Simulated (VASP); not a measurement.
Here is a VASP 6.6.1 calculation.

File INCAR:

```
SYSTEM = In2As3
ALGO = Normal ; EDIFF = 1E-6
EDIFFG = -0.04 ; ENCUT = 600
GGA = PE ; IBRION = 2
ISIF = 3 ; ISMEAR = 0
LASPH = .True. ; LCHARG = .False.
LREAL = .False. ; LWAVE = .False.
NELM = 80 ; NSW = 90
PREC = Accurate ; SIGMA = 0.1
```

KPOINTS

```
k-points
0
Gamma
  6 6 4
  0 0 0
```

The input POSCAR:

```
In2As3
1.0
    4.7554901000      0.0000000000      0.0000000000
   -2.3777450500      4.1183752300      0.0000000000
    0.0000000000      0.0000000000      5.7418136400
In As
2 3
Direct
    0.3333333300      0.6666666700      0.1380000000
    0.6666666700      0.3333333300      0.8620000000
    0.0000000000      0.0000000000      0.0000000000
    0.3333333300      0.6666666700      0.6250000000
    0.6666666700      0.3333333300      0.3750000000
```

Potentials or basis: VASP PAW PBE potentials, release 64 (In_d, As).

Launch:

```sh
$ cat potpaw_PBE.64/In_d/POTCAR potpaw_PBE.64/As/POTCAR > POTCAR
$ mpirun -np 1 vasp_std > vasp.out
```

**Question.** Predict the space group after relaxing (to 0.1 Å).

**Answer.** P-3m1 (No. 164).

**Question.** What does it give for the band gap on the k mesh?

**Answer.** Zero (an odd number of electrons rules out a gap without spin polarisation).

The path:
```csv
step,energy change (eV),largest force (eV/Å),pressure (GPa),volume (Å³)
1,0.0000,0.8483,6.31,112.45
2,-0.2738,0.6626,-1.81,127.50
3,-0.2802,0.6708,-0.95,125.22
4,-0.3637,0.6229,-0.68,124.68
5,-0.5943,0.3411,0.91,122.99
6,-0.2376,3.3302,8.32,119.30
7,-0.6453,0.8285,2.05,122.22
8,-0.6489,1.0231,2.48,121.94
9,-0.6648,1.0589,2.57,121.96
10,-0.7116,1.1650,2.78,122.03
11,-0.7965,1.4066,3.31,122.14
12,-0.8884,2.0345,4.70,122.21
13,-1.0844,1.8220,4.03,123.51
14,-1.4722,1.3956,2.65,127.03
15,-1.4272,1.2002,2.16,132.34
16,-1.5737,1.2688,2.12,130.10
17,-1.6272,1.0696,1.44,130.94
18,-1.7039,0.5605,-0.34,133.44
19,-1.7059,0.4845,-0.63,133.88
20,-1.7213,0.3894,-0.38,133.14
21,-1.7390,0.1816,0.24,131.46
22,-1.7396,0.1383,0.38,131.10
23,-1.7431,0.1505,0.23,131.61
24,-1.7494,0.2107,-0.24,133.17
25,-1.7503,0.2401,-0.44,133.93
26,-1.7532,0.2314,-0.39,133.94
27,-1.7606,0.1993,-0.21,133.97
28,-1.7683,0.1054,0.17,134.04
29,-1.7686,0.0814,0.27,134.05
30,-1.7723,0.0803,0.18,134.78
31,-1.7816,0.0876,-0.08,136.98
32,-1.7913,0.0822,-0.64,141.44
33,-1.7946,0.0781,-0.57,141.60
34,-1.8029,0.0722,-0.35,142.07
35,-1.8081,0.1263,0.03,142.99
36,-1.8086,0.1109,-0.06,142.76
37,-1.8086,0.1138,-0.03,142.80
38,-1.8095,0.1037,-0.03,142.71
39,-1.8114,0.0731,0.00,142.44
40,-1.8122,0.0295,0.09,141.90
```

Caveat: the volume moved by over 15 % at a fixed basis, so the end points are rough; spin-orbit coupling is left out, which moves the levels of the heavy elements.
